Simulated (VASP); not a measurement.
# Al (P6_3/mmc) in VASP: a series of runs, part 2 of 2

VASP 6.6.1. The steps go on from the part before.

### 4 Single point, LDA

This run uses another cell than the first one, of 15.38 Å³/atom.

Contents of INCAR:

```
PREC = Accurate
ENCUT = 520
EDIFF = 1E-7
ISMEAR = 0
SIGMA = 0.15
LREAL = False
LASPH = True
NELM = 100
ALGO = Fast
ISIF = 2
LWAVE = False
LCHARG = True
GGA = CA
LELF = True
LVHAR = True
NBANDS = 10
```

Contents of KPOINTS:

```
Automatic mesh
0
Gamma
  18 18 10
```

Contents of POSCAR:

```
Al
1.0
    2.7534000000      0.0000000000      0.0000000000
   -1.3767000000      2.3845143468      0.0000000000
    0.0000000000      0.0000000000      4.6862330202
Al
2
Direct
    0.6666666667      0.3333333333      0.7500000000
    0.3333333333      0.6666666667      0.2500000000
```

Potentials or basis: VASP PAW LDA potentials, release 64 (Al).

Run with:

```console
> cat potpaw_LDA.64/Al/POTCAR > POTCAR
> mpirun -np 1 vasp_std > vasp.out
```

OUTCAR:

```text
PREC = Accurate
   ENCUT = 520
   EDIFF = 1E-7
   ISMEAR = 0
   LREAL = False
   LASPH = True
   NELM = 100
   ISIF = 2
   GGA = CA

 ion  position               nearest neighbor table
   1  0.667  0.333  0.750-   2 2.83   2 2.83   2 2.83   2 2.83   2 2.83   2 2.83
   2  0.333  0.667  0.250-   1 2.83   1 2.83   1 2.83   1 2.83   1 2.83   1 2.83

  LATTYP: Found a hexagonal cell.
 ALAT       =     2.7534000000
 C/A-ratio  =     1.7019804679

  Lattice vectors:

 A1 = (   2.7534000000,   0.0000000000,   0.0000000000)
[... 491 lines left out ...]
      4       8.6926      0.12032
      5      10.8706      0.00000
      6      11.2246      0.00000
      7      12.7037      0.00000
      8      17.9734      0.00000
      9      18.0486      0.00000
     10      19.8838      0.00000

 [... further k-points ...]
[... 5 lines left out ...]
  --------------------------------------------------------------------------------------
  -------------------------------------------------------------------------------------
  Total        0.7275533      0.7275533      0.4508924      0.0000000      0.0000000      0.0000000
  in kB       37.8863081     37.8863081     23.4795814      0.0000000      0.0000000      0.0000000
  external PRESSURE =      33.0840659 kB  Pullay stress =       0.0000000 kB

 VOLUME and BASIS-vectors are now :
 -----------------------------------------------------------------------------
  energy-cutoff  :      520.00
  volume of cell :       30.77
      direct lattice vectors                 reciprocal lattice vectors
     2.753400000  0.000000000  0.000000000     0.363187332  0.209686304  0.000000000
    -1.376700000  2.384514347  0.000000000     0.000000000  0.419372608  0.000000000
     0.000000000  0.000000000  4.686233020     0.000000000  0.000000000  0.213391011

 POSITION                                       TOTAL-FORCE (eV/Angst)
 -----------------------------------------------------------------------------------
      1.37670      0.79484      3.51467         0.000000     -0.000000      0.000000
     -0.00000      1.58968      1.17156        -0.000000      0.000000      0.000000
 -----------------------------------------------------------------------------------
    total drift:                                0.000000     -0.000000     -0.000000

  FREE ENERGIE OF THE ION-ELECTRON SYSTEM (eV)
  ---------------------------------------------------
  free  energy   TOTEN  =        -8.3026265674 eV

  energy  without entropy=       -8.2941585539  energy(sigma->0) =       -8.29839256
```

Wall time 64 s (1 thread of Intel Xeon 8259CL, shared host); peak memory 0.16 GiB.

Results:

| Property | Result |
| --- | --- |
| Free energy | -8.3026 eV |
| Pressure | 3.3 GPa |
| Band gap on the k mesh | zero (bands 3 and 4 overlap by 7.13 eV) |

Stress tensor (GPa, compression positive):
```
3.79 0.00 0.00
0.00 3.79 0.00
0.00 0.00 2.35
```

Caveat: the cell stands under pressure.

### 5 Single point, LDA

This run uses another cell than the first one, of the same volume but with other edges.

Contents of INCAR:

```
ALGO = Normal
EDIFF = 1E-6
ENCUT = 520
GGA = CA
ISIF = 2
ISMEAR = 0
LASPH = T
LCHARG = T
LELF = T
LREAL = F
LVHAR = T
LWAVE = F
NBANDS = 10
NELM = 100
PREC = Accurate
SIGMA = 0.15
```

Contents of KPOINTS:

```
k-points
0
Gamma
  18 18 10
```

Contents of POSCAR:

```
Al
1.0
    2.7604000000      0.0000000000      0.0000000000
   -1.3802000000      2.3905765246      0.0000000000
    0.0000000000      0.0000000000      4.6862330202
Al
2
Direct
    0.6666666667      0.3333333333      0.7500000000
    0.3333333333      0.6666666667      0.2500000000
```

Potentials or basis: VASP PAW LDA potentials, release 64 (Al).

Run with:

```console
> cat potpaw_LDA.64/Al/POTCAR > POTCAR
> mpirun -np 1 vasp_std > vasp.out
```

OUTCAR:

```text
EDIFF = 1E-6
   ENCUT = 520
   GGA = CA
   ISIF = 2
   ISMEAR = 0
   LASPH = T
   LREAL = F
   NELM = 100
   PREC = Accurate

 ion  position               nearest neighbor table
   1  0.667  0.333  0.750-   2 2.83   2 2.83   2 2.83   2 2.83   2 2.83   2 2.83
   2  0.333  0.667  0.250-   1 2.83   1 2.83   1 2.83   1 2.83   1 2.83   1 2.83

  LATTYP: Found a hexagonal cell.
 ALAT       =     2.7604000000
 C/A-ratio  =     1.6976644762

  Lattice vectors:

 A1 = (   2.7604000000,   0.0000000000,   0.0000000000)
 A2 = (  -1.3802000000,   2.3905765246,   0.0000000000)
 A3 = (   0.0000000000,   0.0000000000,   4.6862330202)

Analysis of symmetry for initial positions (statically):
=====================================================================
 Subroutine PRICEL returns:
 Original cell was already a primitive cell.

 Routine SETGRP: Setting up the symmetry group for a
 hexagonal supercell.

 Subroutine GETGRP returns: Found 24 space group operations
 (whereof 12 operations were pure point group operations)
 out of a pool of 24 trial point group operations.

The static configuration has the point symmetry D_3d.
 The point group associated with its full space group is D_6h.

Analysis of symmetry for dynamics (positions and initial velocities):
=====================================================================
 Subroutine PRICEL returns:
 Original cell was already a primitive cell.

 Routine SETGRP: Setting up the symmetry group for a
 hexagonal supercell.

 Subroutine GETGRP returns: Found 24 space group operations
 (whereof 12 operations were pure point group operations)
 out of a pool of 24 trial point group operations.

The dynamic configuration has the point symmetry D_3d.
 The point group associated with its full space group is D_6h.

 Subroutine INISYM returns: Found 24 space group operations
 (whereof 12 operations are pure point group operations),
 and found     1 'primitive' translations
[... 119 lines left out ...]
   LORBIT       =      0    0 simple, 1 ext, 2 COOP (PROOUT), +10 PAW based schemes
   GGA     = CA    functional components
   LHFCALC =     F    Hartree Fock is set to
   AEXX    =    0.0000 exact exchange contribution
   IVDW    =     0    specifies the selected vdW correction
   LEPSILON=     F    determine dielectric tensor
   LRPA    =     F    only Hartree local field effects (RPA)
 non-spin polarized calculation
 Gauss-broadening in eV      SIGMA  =   0.15
  energy-cutoff  :      520.00
  volume of cell :       30.92
 maximum number of plane-waves:       849
 NGX is ok and might be reduce to    24

 number of electron       6.0000000 magnetization

 Free energy of the ion-electron system (eV)
  ---------------------------------------------------
  ext. energy  EPLUGINS =         0.00000000
  ---------------------------------------------------
  free energy    TOTEN  =        -8.30603703 eV

  energy without entropy =       -8.29723907  energy(sigma->0) =       -8.30163805

 E-fermi :   8.4713     XC(G=0): -10.5868

 val. band max:        8.4414061756   @ k =   0.2778   0.2222   0.1000
 cond. band min:       8.4786081828   @ k =   0.2778   0.1111   0.0000
 fundamental gap:      0.0372020072
 Fermi energy:         8.4712755179

 k-point     1 :       0.0000    0.0000    0.0000
  band No.  band energies     occupation
      1      -3.0763      2.00000
      2       3.4652      2.00000
      3       3.5102      2.00000
      4      20.1357      0.00000
      5      20.1357      0.00000
      6      20.2844      0.00000
      7      20.2844      0.00000
      8      20.2970      0.00000
      9      22.1639      0.00000
     10      23.6382      0.00000
[... 287 lines left out ...]
 k-point    24 :       0.3889    0.1111    0.0000
  band No.  band energies     occupation
      1       2.1522      2.00000
      2       4.8374      2.00000
      3       8.3800      1.61034
      4       8.6501      0.09174
      5      10.8140      0.00000
      6      11.1679      0.00000
      7      12.6042      0.00000
      8      17.8844      0.00000
      9      17.9559      0.00000
     10      19.7543      0.00000

 [... further k-points ...]

------------------------ aborting loop because EDIFF is reached ----------------------------------------

  FORCE on cell =-STRESS in cart. coord.  units (eV):
  Direction    XX          YY          ZZ          XY          YZ          ZX
  --------------------------------------------------------------------------------------
  -------------------------------------------------------------------------------------
  Total        0.6134868      0.6134868      0.3972449      0.0000000      0.0000000      0.0000000
  in kB       31.7846353     31.7846353     20.5811851      0.0000000      0.0000000      0.0000000
  external PRESSURE =      28.0501519 kB  Pullay stress =       0.0000000 kB

 VOLUME and BASIS-vectors are now :
 -----------------------------------------------------------------------------
  energy-cutoff  :      520.00
  volume of cell :       30.92
      direct lattice vectors                 reciprocal lattice vectors
     2.760400000  0.000000000  0.000000000     0.362266338  0.209154568  0.000000000
    -1.380200000  2.390576525  0.000000000     0.000000000  0.418309136  0.000000000
     0.000000000  0.000000000  4.686233020     0.000000000  0.000000000  0.213391011

 POSITION                                       TOTAL-FORCE (eV/Angst)
 -----------------------------------------------------------------------------------
      1.38020      0.79686      3.51467        -0.000000      0.000000      0.000000
     -0.00000      1.59372      1.17156         0.000000     -0.000000      0.000000
 -----------------------------------------------------------------------------------
    total drift:                                0.000000     -0.000000     -0.000000

  FREE ENERGIE OF THE ION-ELECTRON SYSTEM (eV)
  ---------------------------------------------------
  free  energy   TOTEN  =        -8.3060370281 eV

  energy  without entropy=       -8.2972390655  energy(sigma->0) =       -8.30163805
```

stdout:

```text
POSCAR found type information on POSCAR Al
 POSCAR found :  1 types and       2 ions
 scaLAPACK will be used
 LDA part: xc-table for (Slater(with rela. corr.)+CA(PZ))
 , standard interpolation
 POSCAR, INCAR and KPOINTS ok, starting setup
 FFT: planning ... GRIDC
 FFT: planning ... GRID_SOFT
 FFT: planning ... GRID
 WAVECAR not read
 entering main loop
```

Run time: 42 s. Hardware: 1 thread of Intel Xeon 8259CL, shared host; peak memory 0.17 GiB.

What came out:

```yaml
Free_energy: -8.3060 eV
Pressure: 2.8 GPa
Band_gap_on_the_k_mesh: zero (bands 3 and 4 overlap by 7.12 eV)
```

Stress tensor (GPa, compression positive):
```
3.18 0.00 0.00
0.00 3.18 0.00
0.00 0.00 2.06
```

Levels at points of the mesh, in eV from the Fermi level:
| k point | band 1 | band 2 | band 3 | band 4 | band 5 | band 6 | band 7 | band 8 |
| --- | --- | --- | --- | --- | --- | --- | --- | --- |
| (0.00, 0.00, 0.00) | -11.55 | -5.01 | -4.96 | 11.66 | 11.66 | 11.81 | 11.81 | 11.83 |
| (0.50, 0.00, 0.00) | -5.30 | -5.22 | 0.61 | 0.88 | 1.42 | 1.63 | 6.34 | 8.05 |
| (0.00, 0.00, 0.50) | -9.88 | -9.88 | 2.84 | 2.84 | 12.66 | 12.66 | 12.66 | 12.66 |
| (0.50, 0.00, 0.50) | -4.03 | -4.03 | -3.20 | -3.20 | 7.67 | 7.67 | 7.75 | 7.75 |

### 6 Single point, LDA

This run uses another cell than the first one, of 15.37 Å³/atom.

Contents of INCAR:

```
SYSTEM = Al
  ALGO = Normal
  EDIFF = 1E-6
  ENCUT = 520
  GGA = CA
  ISIF = 2
  ISMEAR = 0
  LASPH = .True.
  LCHARG = .False.
  LREAL = .False.
  LWAVE = .False.
  NBANDS = 10
  NELM = 80
  PREC = Accurate
  SIGMA = 0.15
```

Contents of KPOINTS:

```
k-points
0
Gamma
  18 18 10
  0 0 0
```

Contents of POSCAR:

```
Al
1.0
    2.7184000000      0.0000000000      0.0000000000
   -1.3592000000      2.3542034577      0.0000000000
    0.0000000000      0.0000000000      4.8034000000
Al
2
Direct
    0.6666666667      0.3333333333      0.7500000000
    0.3333333333      0.6666666667      0.2500000000
```

Potentials or basis: VASP PAW LDA potentials, release 64 (Al).

Run with:

```console
> cat potpaw_LDA.64/Al/POTCAR > POTCAR
> mpirun -np 1 vasp_std > vasp.out
```

Wall time 35 s (1 thread of Intel Xeon 8259CL, shared host); peak memory 0.16 GiB.

It converged, with:

```
Free energy            : -8.2858 eV
Pressure               : 3.9 GPa
Band gap on the k mesh : zero (bands 3 and 4 overlap by 6.75 eV)
```

Stress tensor (GPa, compression positive):
```
5.72 0.00 0.00
0.00 5.72 0.00
0.00 0.00 0.34
```

Levels at points of the mesh, in eV from the Fermi level:
| k point | band 1 | band 2 | band 3 | band 4 | band 5 | band 6 |
| --- | --- | --- | --- | --- | --- | --- |
| (0.00, 0.00, 0.00) | -11.58 | -5.44 | -5.21 | 11.11 | 12.39 | 12.39 |
| (0.50, 0.00, 0.00) | -5.11 | -5.10 | 0.55 | 0.64 | 1.39 | 1.40 |
| (0.00, 0.00, 0.50) | -9.99 | -9.99 | 2.14 | 2.14 | 13.19 | 13.19 |
| (0.50, 0.00, 0.50) | -3.98 | -3.98 | -3.09 | -3.09 | 7.52 | 7.52 |

Caveat: the cell stands under pressure.

### 7 The runs side by side

```tsv
cell	gap on the mesh (eV)	pressure (GPa)
a = 2.704, b = 2.704, c = 4.874 Å, angles 90.0, 90.0, 120.0°, 2 atoms	none	3.9
a = 2.655, b = 2.655, c = 5.061 Å, angles 90.0, 90.0, 120.0°, 2 atoms	none	5.6
a = 2.753, b = 2.753, c = 4.686 Å, angles 90.0, 90.0, 120.0°, 2 atoms	none	3.3
a = 2.760, b = 2.760, c = 4.686 Å, angles 90.0, 90.0, 120.0°, 2 atoms	none	2.8
a = 2.718, b = 2.718, c = 4.803 Å, angles 90.0, 90.0, 120.0°, 2 atoms	none	3.9
```

Alike in all rows: task single point; level LDA; potentials or basis VASP PAW LDA potentials, release 64 (Al); no spin polarisation; k mesh 18 × 18 × 10; cutoff (eV) 520; smearing gaussian 0.15 eV.

Caveats: the cell stands under pressure (at least some runs).

Total energies depend on the potentials used, so only differences within one code and one set of settings carry meaning.
